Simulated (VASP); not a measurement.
Wanted: the native input for a VASP 6.6.1 run.

| Quantity | Value |
| --- | --- |
| Task | single point |
| Functional | LDA |
| Potentials or basis | VASP PAW LDA potentials, release 64 (Ta_pv, Ru_pv) |
| Cutoff | 520 eV |
| k mesh | 11 × 11 × 10 |
| Occupations | fermi-dirac, width 0.05 eV |
| Spin | no spin polarisation |
| Dipole correction | no |
| Further INCAR settings | ALGO = Normal; EDIFF = 1e-06; NBANDS = 20 |

The structure of TaRu lies in POSCAR:

```
TaRu
1.0
    3.0224700000      0.0000000000      0.0000000000
    0.0000000000      3.0224700000      0.0000000000
    0.0000000000      0.0000000000      3.3890000000
Ta Ru
1 1
Direct
    0.5000000000      0.5000000000      0.5000000000
    0.0000000000      0.0000000000      0.0000000000
```

This cell differs from its parent crystal: equal xx and yy strain of -1 %.

One way to write it, as run:

INCAR

```
SYSTEM = TaRu
PREC = Accurate ; ENCUT = 520
EDIFF = 1E-6 ; ISMEAR = -1
SIGMA = 0.05 ; LREAL = .FALSE.
LASPH = .TRUE. ; NELM = 60
ALGO = Normal ; ISIF = 2
LWAVE = .FALSE. ; LCHARG = .TRUE.
GGA = CA ; LELF = .TRUE.
LVHAR = .TRUE. ; NBANDS = 20
```

KPOINTS

```
Automatic mesh
0
G
  11 11 10
  0 0 0
```

Potentials or basis: VASP PAW LDA potentials, release 64 (Ta_pv, Ru_pv).

The run is started by

```bash
$ cat potpaw_LDA.64/Ta_pv/POTCAR potpaw_LDA.64/Ru_pv/POTCAR > POTCAR
$ mpirun -np 1 vasp_std > vasp.out
```

Results of the run:

The pressure is -4.3 GPa.

Caveat: the cell differs from its parent crystal (equal xx and yy strain of -1 %).

It took 36 s on 1 thread of Intel(R) Xeon(R) Platinum 8375C CPU @ 2.90GHz (Ice Lake), on a shared host, peak memory 0.19 GiB.
